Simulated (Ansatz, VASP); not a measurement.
**One calculation of AlGa2As3, two programs**

```
Al Ga As
1.0
     6.65800    0.00000    0.00000
    -3.32900    5.76599    0.00000
     0.00000    0.00000    3.60077
Al Ga As
1 2 3
Cartesian
  0.0000 0.0000 0.0000
  0.0000 3.8440 0.0000
  3.3290 1.9220 0.0000
  3.3290 0.0000 1.8004
  1.6645 2.8830 1.8004
  -1.6645 2.8830 1.8004
```

Change from the starting cell: species swapped into the CeB2Ir3 type (P6/mmm, No. 191).

Alike in both runs: functional PBE; k mesh 3 × 3 × 6; occupations gaussian, width 0.1 eV; no spin polarisation.

Ansatz relaxed the structure, and its values are those at the end. VASP's run is a single point on that final structure, the one shown.

|  | VASP | Ansatz |
| --- | --- | --- |
| version | VASP 6.6.1 | Ansatz 0.2.0 |
| potentials or method | VASP PAW PBE potentials, release 64 (Al, Ga_d, As), cutoff 520 eV | scalar-relativistic, plane waves, PAW |
| valence electrons in the cell | 44 | 74 |

|  | VASP | Ansatz | Ansatz less VASP |
| --- | --- | --- | --- |
| gap on the k mesh at the Fermi level (eV) | none | none | - |
| pressure (GPa) | 0.2 | 0.0 | -0.14 |

A gap of «none» marks a metal or a gap that the smearing closes. VASP's potentials hold 44 valence electrons a cell and Ansatz's 74, so a difference there can come from the potentials and not from the codes.

The k mesh is coarse, so the values compare programs but aren't converged.
